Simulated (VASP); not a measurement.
Wanted: the native input for a VASP 6.6.1 run.

```yaml
Task: single point
Functional: PBE
Potentials_or_basis: VASP PAW PBE potentials, release 64 (Ca_sv, O)
Cutoff: 520 eV
k_mesh: 8 × 8 × 8
Occupations: gaussian, width 0.05 eV
Spin: no spin polarisation
Dipole_correction: no
Further_INCAR_settings: ALGO = Normal; EDIFF = 1e-06; NBANDS = 15
```

The structure of CaO lies in POSCAR:

```
CaO
1.0
    0.0000000000      2.3755300000      2.4490000000
    2.3755300000      0.0000000000      2.4490000000
    2.3755300000      2.3755300000      0.0000000000
Ca O
1 1
Direct
    0.0000000000      0.0000000000      0.0000000000
    0.5000000000      0.5000000000      0.5000000000
```

This cell differs from its parent crystal: strain -0.030 along x and y, +0.000 along z.

The input as run:

INCAR

```
ALGO = Normal
EDIFF = 1E-6
ENCUT = 520
GGA = PE
ISIF = 2
ISMEAR = 0
LASPH = T
LCHARG = T
LELF = T
LREAL = F
LVHAR = T
LWAVE = F
NBANDS = 15
NELM = 100
PREC = Accurate
SIGMA = 0.05
```

KPOINTS

```
k-points
0
Gamma
  8 8 8
```

Potentials or basis: VASP PAW PBE potentials, release 64 (Ca_sv, O).

Launch:

```sh
$ cat potpaw_PBE.64/Ca_sv/POTCAR potpaw_PBE.64/O/POTCAR > POTCAR
$ mpirun -np 1 vasp_std > vasp.out
```

Results of the run:

* Pressure: 3.0 GPa
* Band gap on the k mesh: 3.58 eV, indirect (least direct gap 3.97 eV)

Caveat: the cell differs from its parent crystal (strain -0.030 along x and y, +0.000 along z).

It took 36 s on 1 thread of AMD EPYC 7R43 64-Core Processor (Zen 3), with other jobs on the host, peak memory 0.13 GiB.
